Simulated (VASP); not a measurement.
A run of VASP 6.6.1 is set up as follows.

INCAR

```
  PREC = Accurate
  ENCUT = 520
  EDIFF = 1E-8
  ISMEAR = -1
  SIGMA = 0.03
  LREAL = F
  LASPH = T
  NELM = 80
  ALGO = Normal
  ISIF = 2
  LWAVE = F
  LCHARG = F
  GGA = CA
  LEFG = T
  NBANDS = 8
```

Contents of KPOINTS:

```
Automatic mesh
0
Gamma
  17 17 17
```

Contents of POSCAR:

```
Al
1.0
    0.0000000000      2.0172107856      2.0172107856
    2.0172107856      0.0000000000      2.0172107856
    2.0172107856      2.0172107856      0.0000000000
Al
1
Direct
    0.0000000000      0.0000000000      0.0000000000
```

Potentials or basis: VASP PAW LDA potentials, release 64 (Al).

Launch:

```console
$ cat potpaw_LDA.64/Al/POTCAR > POTCAR
$ mpirun -np 1 vasp_std > vasp.out
```

Predict the pressure.

-2.9 GPa.

Caveat: without QUAD_EFG the Cq values of the log hold for a quadrupole moment of 1 mb, not for the nuclei.
